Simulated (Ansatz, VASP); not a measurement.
## Ta2Bi2O: VASP beside Ansatz

The input INCAR:

```
PREC = Accurate
ENCUT = 600
EDIFF = 1E-7
ISMEAR = 0
SIGMA = 0.1
LREAL = F
LASPH = T
NELM = 60
ALGO = Normal
ISIF = 3
LWAVE = F
LCHARG = F
GGA = PE
IBRION = 2
NSW = 90
EDIFFG = -0.04
```

KPOINTS

```
regular mesh
0
Gamma
  6 6 2
```

Contents of POSCAR:

```
Ta2Bi2O
1.0
    4.2614723900      0.0000000000      0.0000000000
   -2.1307362000      3.6905433500      0.0000000000
    0.0000000000      0.0000000000      7.5537476000
Ta Bi O
2 2 1
Direct
    0.3333333300      0.6666666700      0.3601024500
    0.3333333300      0.6666666700      0.6398975500
    0.6666666700      0.3333333300      0.0000000000
    0.0000000000      0.0000000000      0.5000000000
    0.6666666700      0.3333333300      0.5000000000
```

Input for Ansatz:

```yaml
crystal:
  lattice:
    - [4.26147239, 0.0, 0.0]
    - [-2.1307362, 3.69054335, 0.0]
    - [0.0, 0.0, 7.5537476]
  atoms:
    - { symbol: Ta, position: [0.33333333, 0.66666667, 0.36010245] }
    - { symbol: Ta, position: [0.33333333, 0.66666667, 0.63989755] }
    - { symbol: Bi, position: [0.66666667, 0.33333333, 0.0] }
    - { symbol: Bi, position: [0.0, 0.0, 0.5] }
    - { symbol: O, position: [0.66666667, 0.33333333, 0.5] }
basis:
  ecutwfc: 420
kpoints:
  mp_grid: { grid: [6, 6, 2] }
hamiltonian:
  xc: pbe
scf:
  occupations: { method: gaussian, width: 0.1 }
  lower_state_search: "off"
output:
  forces: true
  stress: true
  eigenvalues: true
relax:
  adjacent_minimum: "off"
  f_tol: 0.04
  max_steps: 70
  cell: { stress_tol: 0.4 }
```

Alike in both runs: task relaxation of cell and atoms; functional PBE; k mesh 6 × 6 × 2; occupations gaussian, width 0.1 eV; no spin polarisation.

```csv
,VASP,Ansatz
version,VASP 6.6.1,Ansatz 0.2.0
potentials or method,"VASP PAW PBE potentials, release 64 (Ta_pv, Bi_d, O), cutoff 600 eV","scalar-relativistic, plane waves, PAW"
valence electrons in the cell,58,62
```

```csv
,VASP,Ansatz,Ansatz less VASP
"gap on the k mesh at the Fermi level, each at its own relaxed structure (eV)",none,none,-
relaxed volume (Å³/atom),21.51,21.53,+0.017
relaxed length of the cell vector where the two differ most in proportion (Å),6.471,6.465,-0.0059
```

A gap of «none» marks a metal or a gap that the smearing closes. VASP's potentials hold 58 valence electrons a cell and Ansatz's 62, so a difference there can come from the potentials and not from the codes.

The k mesh is coarse, so the values compare programs but aren't converged. Spin-orbit coupling is off throughout.
